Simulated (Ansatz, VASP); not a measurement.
# NbP: VASP beside Ansatz

```xyz
4
Lattice="3.4016 0.0000 0.0000 0.0000 3.4016 0.0000 0.0000 0.0000 5.6894" Properties=species:S:1:pos:R:3 pbc="T T T"
Nb    0.0000    1.7008    1.9018
Nb    1.7008    0.0000    3.7875
P     0.0000    0.0000    0.0000
P     1.7008    1.7008    0.0000
```

Alike in both runs: functional PBE; k mesh 14 × 14 × 8; occupations gaussian, width 0.1 eV; no spin polarisation.

Ansatz relaxed the structure, and its values are those at the end. VASP's run is a single point on that final structure, the one shown.

```csv
,VASP,Ansatz
version,VASP 6.6.1,Ansatz 0.2.0
potentials or method,"VASP PAW PBE potentials, release 64 (Nb_sv, P), cutoff 520 eV","scalar-relativistic, plane waves, PAW"
valence electrons in the cell,36,36
```

|  | VASP | Ansatz | Ansatz less VASP |
| --- | --- | --- | --- |
| gap on the k mesh at the Fermi level (eV) | none | none | - |
| pressure (GPa) | -0.4 | 0.0 | +0.42 |
| rms of the force components (eV/Å) | 0.006 | 0.001 | -0.0044 |

A gap of «none» marks a metal or a gap that the smearing closes.
